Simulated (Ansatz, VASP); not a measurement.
## SiC: VASP beside Ansatz

File INCAR:

```
PREC = Accurate ; ENCUT = 520
EDIFF = 1E-7 ; ISMEAR = 0
SIGMA = 0.05 ; LREAL = False
LASPH = True ; NELM = 80
ALGO = Normal ; ISIF = 2
LWAVE = False ; LCHARG = False
GGA = PS ; NBANDS = 11
```

Contents of KPOINTS:

```
regular mesh
0
Gamma
  18 18 18
```

The input POSCAR:

```
SiC
1.0
    0.0000000000      2.0222525597      2.0222525597
    2.0222525597      0.0000000000      2.0222525597
    2.0222525597      2.0222525597      0.0000000000
Si C
1 1
Direct
    0.0000000000      0.0000000000      0.0000000000
    0.2500000000      0.2500000000      0.2500000000
```

Input for Ansatz:

```yaml
crystal:
  lattice:
    - [0.0, 2.0222525597, 2.0222525597]
    - [2.0222525597, 0.0, 2.0222525597]
    - [2.0222525597, 2.0222525597, 0.0]
  atoms:
    - { symbol: Si, position: [0.0, 0.0, 0.0] }
    - { symbol: C, position: [0.25, 0.25, 0.25] }
basis:
  ecutwfc: 420
  ecutrho_ratio: 4
kpoints:
  mp_grid: { grid: [18, 18, 18] }
hamiltonian:
  xc: pbesol
scf:
  occupations: { method: gaussian, width: 0.05 }
output:
  forces: true
  stress: true
  eigenvalues: true
```

Alike in both runs: task single point; functional PBEsol; k mesh 18 × 18 × 18; occupations gaussian, width 0.05 eV; no spin polarisation.

```csv
,VASP,Ansatz
version,VASP 6.6.1,Ansatz 0.2.0
potentials or method,"VASP PAW PBE potentials, release 64 (Si, C), cutoff 520 eV","scalar-relativistic, plane waves, PAW"
valence electrons in the cell,8,8
```

```tsv
	VASP	Ansatz	Ansatz less VASP
gap on the k mesh at the Fermi level (eV)	1.00	1.01	+0.014
least direct gap on the mesh (eV)	4.63	4.65	+0.018
```

VASP's potentials were made for PBE, not for PBEsol.
